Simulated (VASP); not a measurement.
Write the native input for VASP 6.6.1 that does the following.

| Property | Result |
| --- | --- |
| Task | single point |
| Functional | PBE |
| Potentials or basis | VASP PAW PBE potentials, release 64 (Li_sv, Al, O) |
| Cutoff | 520 eV |
| k mesh | 12 × 12 × 12 |
| Occupations | gaussian, width 0.1 eV |
| Spin | no spin polarisation |
| Dipole correction | no |
| Further INCAR settings | ALGO = Normal; EDIFF = 1e-06; NBANDS = 22 |

The structure of LiAl2O3 lies in POSCAR:

```
LiAl2O3
1.0
    2.4363420989      1.4066227666      2.6246756220
   -2.4363420989      1.4066227666      2.6246756220
    0.0000000000     -2.8132455332      2.6246756220
Li Al O
1 2 3
Direct
    0.0000000000      0.0000000000      0.0000000000
    0.3246582924      0.3246582924      0.3246582924
    0.6753417076      0.6753417076      0.6753417076
    0.1817347686      0.8182652314      0.5000000000
    0.5000000000      0.1817347686      0.8182652314
    0.8182652314      0.5000000000      0.1817347686
```

The cell was built from a structure type or drawn by symmetry, and may not be a known phase.

The input as run:

INCAR

```
PREC = Accurate
ENCUT = 520
EDIFF = 1E-6
ISMEAR = 0
SIGMA = 0.1
LREAL = False
LASPH = True
NELM = 80
ALGO = Normal
ISIF = 2
LWAVE = False
LCHARG = True
GGA = PE
LELF = True
LVHAR = True
NBANDS = 22
```

KPOINTS

```
regular mesh
0
Gamma
  12 12 12
```

Potentials or basis: VASP PAW PBE potentials, release 64 (Li_sv, Al, O).

The run is started by

```console
$ cat potpaw_PBE.64/Li_sv/POTCAR potpaw_PBE.64/Al/POTCAR potpaw_PBE.64/O/POTCAR > POTCAR
$ mpirun -np 1 vasp_std > vasp.out
```

It gave:

The largest force is 0.005 eV/Å. The band gap on the k mesh is zero (an odd number of electrons rules out a gap without spin polarisation).

Caveat: an odd number of electrons without spin polarisation forces a metal; a magnetic or distorted state may lie lower.

Wall time 80 s on 1 thread of Intel(R) Xeon(R) 6975P-C (Granite Rapids), on a shared host, peak memory 0.3 GiB.
